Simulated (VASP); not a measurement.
# SnAs2 (R-3m) in VASP: a series of runs, part 2 of 2

VASP 6.6.1. Earlier steps stand in the parts before.

**4. Relaxation of cell and atoms, PBE**

This run uses another cell than the first one, of 22.79 Å³/atom.

File INCAR:

```
SYSTEM = SnAs2
PREC     = Accurate       ! precision mode
ENCUT    = 600            ! plane-wave cutoff, eV
EDIFF    = 1E-7           ! SCF threshold, eV
ISMEAR   = 0              ! smearing method
SIGMA    = 0.1            ! smearing width, eV
LREAL    = .False.        ! projectors in reciprocal space
LASPH    = .True.         ! aspherical terms in the spheres
NELM     = 60             ! most SCF steps
ALGO     = Fast           ! electronic algorithm
ISIF     = 3              ! what is computed and relaxed
LWAVE    = .False.        ! write WAVECAR
LCHARG   = .False.        ! write CHGCAR
GGA      = PE             ! functional
IBRION   = 2              ! ionic algorithm
NSW      = 100            ! ionic steps
EDIFFG   = -0.01          ! ionic threshold
```

File KPOINTS:

```
Automatic mesh
0
Gamma
  12 12 12
  0 0 0
```

File POSCAR:

```
SnAs2
1.0
    2.6351296374      1.5213928055      2.8418452425
   -2.6351296374      1.5213928055      2.8418452425
    0.0000000000     -3.0427856110      2.8418452425
Sn As
1 2
Direct
    0.5000000000      0.5000000000      0.5000000000
    0.8348195933      0.8348195933      0.8348195933
    0.1651804067      0.1651804067      0.1651804067
```

Potentials or basis: VASP PAW PBE potentials, release 64 (Sn_d, As).

Run with:

```sh
> cat potpaw_PBE.64/Sn_d/POTCAR potpaw_PBE.64/As/POTCAR > POTCAR
> mpirun -np 1 vasp_std > vasp.out
```

OUTCAR:

```text
SYSTEM = SnAs2
   PREC = Accurate
   ENCUT = 600
   EDIFF = 1E-7
   ISMEAR = 0
   LREAL = .False.
   LASPH = .True.
   NELM = 60
   ISIF = 3
   GGA = PE
   IBRION = 2
   NSW = 100
   EDIFFG = -0.01

 ion  position               nearest neighbor table
   1  0.500  0.500  0.500-   2 2.85   3 2.85   3 3.04   2 3.04   3 3.04   3 3.04   2 3.04   2 3.04

   2  0.835  0.835  0.835-   3 2.82   1 2.85   1 3.04   1 3.04   1 3.04
   3  0.165  0.165  0.165-   2 2.82   1 2.85   1 3.04   1 3.04   1 3.04

  LATTYP: Found a trigonal (rhomboedric) cell.
 ALAT       =     4.1634875593
 COS(alpha) =     0.1988396933

  Lattice vectors:

 A1 = (   2.6351296374,   1.5213928055,   2.8418452425)
 A2 = (  -2.6351296374,   1.5213928055,   2.8418452425)
 A3 = (   0.0000000000,  -3.0427856110,   2.8418452425)

Analysis of symmetry for initial positions (statically):
=====================================================================
 Subroutine PRICEL returns:
 Original cell was already a primitive cell.

 Routine SETGRP: Setting up the symmetry group for a
 trigonal (rhombohedral) supercell.

 Subroutine GETGRP returns: Found 12 space group operations
 (whereof 12 operations were pure point group operations)
 out of a pool of 12 trial point group operations.

The static configuration has the point symmetry D_3d.

Analysis of symmetry for dynamics (positions and initial velocities):
=====================================================================
 Subroutine PRICEL returns:
 Original cell was already a primitive cell.

 Routine SETGRP: Setting up the symmetry group for a
 trigonal (rhombohedral) supercell.

 Subroutine GETGRP returns: Found 12 space group operations
 (whereof 12 operations were pure point group operations)
 out of a pool of 12 trial point group operations.

The dynamic configuration has the point symmetry D_3d.

 Subroutine INISYM returns: Found 12 space group operations
 (whereof 12 operations are pure point group operations),
[... 129 lines left out ...]
 conjugate gradient relaxation of ions
 non-spin polarized calculation
 RMM-DIIS sequential band-by-band and
 Gauss-broadening in eV      SIGMA  =   0.10
  energy-cutoff  :      600.00
  volume of cell :       68.36
 maximum number of plane-waves:      2312
 NGX is ok and might be reduce to    36
   NGX = 17   NGY = 17   NGZ = 17

--------------------------------------- Ionic step        1  -------------------------------------------

 number of electron      24.0000001 magnetization

 Free energy of the ion-electron system (eV)
  ---------------------------------------------------
  ext. energy  EPLUGINS =         0.00000000
  ---------------------------------------------------
  free energy    TOTEN  =       -12.69103309 eV

  energy without entropy =      -12.68434351  energy(sigma->0) =      -12.68768830

------------------------ aborting loop because EDIFF is reached ----------------------------------------

  FORCE on cell =-STRESS in cart. coord.  units (eV):
  Direction    XX          YY          ZZ          XY          YZ          ZX
  --------------------------------------------------------------------------------------
  -------------------------------------------------------------------------------------
  Total       -0.3400334     -0.3400334      0.2500612      0.0000000      0.0000000      0.0000000
  in kB       -7.9696108     -7.9696108      5.8608676      0.0000000      0.0000000      0.0000000
  external PRESSURE =      -3.3594513 kB  Pullay stress =       0.0000000 kB
[... 209 lines left out ...]
--------------------------------------- Ionic step        7  -------------------------------------------

 number of electron      24.0000000 magnetization

 Free energy of the ion-electron system (eV)
  ---------------------------------------------------
  ext. energy  EPLUGINS =         0.00000000
  ---------------------------------------------------
  free energy    TOTEN  =       -12.69742981 eV

  energy without entropy =      -12.69069026  energy(sigma->0) =      -12.69406003

 E-fermi :   6.5377     XC(G=0): -10.3369

 val. band max:        6.5294071022   @ k =   0.4167   0.2500   0.2500
 cond. band min:       6.5376784518   @ k =   0.5000   0.3333   0.2500
 fundamental gap:      0.0082713496
 Fermi energy:         6.5376574273

 k-point     1 :       0.0000    0.0000    0.0000
  band No.  band energies     occupation
      1     -14.9571      2.00000
      2     -14.9571      2.00000
      3     -14.9297      2.00000
      4     -14.9235      2.00000
      5     -14.9235      2.00000
      6      -7.0711      2.00000
[... 433 lines left out ...]
      3     -14.9350      2.00000
      4     -14.9255      2.00000
      5     -14.9123      2.00000
      6      -5.5168      2.00000
[... 8 lines left out ...]
     15      10.0583      0.00000
     16      10.7114      0.00000

 [... further k-points ...]

------------------------ aborting loop because EDIFF is reached ----------------------------------------

  FORCE on cell =-STRESS in cart. coord.  units (eV):
  Direction    XX          YY          ZZ          XY          YZ          ZX
  --------------------------------------------------------------------------------------
  -------------------------------------------------------------------------------------
  Total       -0.0000066     -0.0000066      0.0031731      0.0000000      0.0000000      0.0000000
  in kB       -0.0001550     -0.0001550      0.0746619      0.0000000      0.0000000      0.0000000
  external PRESSURE =       0.0247840 kB  Pullay stress =       0.0000000 kB
[... 18 lines left out ...]
  FREE ENERGIE OF THE ION-ELECTRON SYSTEM (eV)
  ---------------------------------------------------
  free  energy   TOTEN  =       -12.6974298075 eV

  energy  without entropy=      -12.6906902577  energy(sigma->0) =      -12.69406003

 reached required accuracy - stopping structural energy minimisation
```

OSZICAR:

```text
N       E                     dE             d eps       ncg     rms          rms(c)
DAV:   1     0.156040016182E+03    0.15604E+03   -0.12865E+04  6096   0.193E+03
[... 67 lines left out ...]
DAV:   1    -0.126978228800E+02   -0.43451E-03   -0.10064E-02  8288   0.151E+00    0.107E-01
RMM:   2    -0.126975160331E+02    0.30685E-03   -0.56606E-04  6803   0.322E-01    0.506E-02
RMM:   3    -0.126974323344E+02    0.83699E-04   -0.27724E-04  6264   0.210E-01    0.726E-03
RMM:   4    -0.126974309355E+02    0.13989E-05   -0.35605E-05  7910   0.542E-02    0.483E-03
RMM:   5    -0.126974305499E+02    0.38563E-06   -0.46161E-06  7384   0.231E-02    0.210E-03
RMM:   6    -0.126974297518E+02    0.79807E-06   -0.12994E-06  7358   0.139E-02    0.543E-04
RMM:   7    -0.126974298075E+02   -0.55727E-07   -0.41485E-07  4800   0.705E-03
   7 F= -.12697430E+02 E0= -.12694060E+02  d E =-.512205E-04
```

It took 27 min on 1 thread of Oxide Virtual Turin-like, shared host; peak memory 0.4 GiB.

What came out:

* Free energy: -12.6974 eV
* Relaxed volume: 22.70 Å³/atom
* Relaxed cell: a = 4.161 Å, b = 4.161 Å, c = 4.161 Å, α = 78.29°, β = 78.29°, γ = 78.29°
* Space group after relaxing (to 0.1 Å): R-3m (No. 166)
* Energy gained by relaxing: 2.1 meV/atom
* Ionic steps: 7
* Pressure after relaxing: 0.0 GPa
* Band gap on the k mesh: zero (bands 12 and 13 overlap by 4.26 eV)

Step by step:
```csv
step,energy change (eV),largest force (eV/Å),pressure (GPa),volume (Å³)
1,0.0000,0.1674,-0.34,68.36
2,-0.0038,0.0999,0.13,67.89
3,-0.0038,0.0986,0.14,67.88
4,-0.0051,0.0709,0.05,67.98
5,-0.0063,0.0059,-0.12,68.21
6,-0.0064,0.0035,0.11,67.99
7,-0.0064,0.0010,0.00,68.09
```

Final structure:
```
CELL_PARAMETERS angstrom
2.62684 1.51661 2.84864
-2.62684 1.51661 2.84864
0.00000 -3.03321 2.84864
ATOMIC_POSITIONS crystal
Sn 0.50000 0.50000 0.50000
As 0.83839 0.83839 0.83839
As 0.16161 0.16161 0.16161
```

Levels at points of the mesh, in eV from the Fermi level:
| k point | band 9 | band 10 | band 11 | band 12 | band 13 | band 14 | band 15 | band 16 |
| --- | --- | --- | --- | --- | --- | --- | --- | --- |
| (0.00, 0.00, 0.00) | -2.61 | -2.61 | -1.95 | -1.95 | -0.12 | 0.51 | 5.02 | 5.56 |
| (0.50, 0.00, 0.00) | -3.33 | -2.97 | -0.61 | -0.59 | 0.96 | 2.17 | 2.68 | 2.75 |
| (0.50, 0.50, 0.00) | -5.72 | -2.66 | -1.85 | 0.11 | 0.97 | 2.07 | 3.17 | 3.70 |
| (0.50, 0.50, 0.50) | -5.95 | -3.77 | -3.77 | -3.00 | -3.00 | 3.90 | 5.13 | 7.34 |

Caveat: spin-orbit coupling is left out, which moves the levels of the heavy elements.

**5. Summary**

| task | cell | k mesh | cutoff (eV) | gap on the mesh (eV) | pressure (GPa) | relaxed volume (Å³/atom) |
| --- | --- | --- | --- | --- | --- | --- |
| relaxation of cell and atoms | relaxed from a = 4.503 Å, angles 70.4°, 3 atoms, atomic positions A | 6 × 6 × 6 | 600 | none | 0.2 | 22.65 |
| single point | a = 4.160 Å, angles 78.3°, 3 atoms, atomic positions B | 12 × 12 × 12 | 520 | none | 0.1 | - |
| relaxation of cell and atoms | relaxed from a = 4.163 Å, angles 78.5°, 3 atoms, atomic positions C | 12 × 12 × 12 | 600 | none | 0.0 | 22.70 |

Alike in all rows: level PBE; potentials or basis VASP PAW PBE potentials, release 64 (Sn_d, As); no spin polarisation; smearing gaussian 0.1 eV.

Caveats: spin-orbit coupling is left out, which moves the levels of the heavy elements.

Absolute energies hang on the potentials; compare differences alone.

The gap in the log of VASP goes by the Fermi energy; the results here count the filled bands.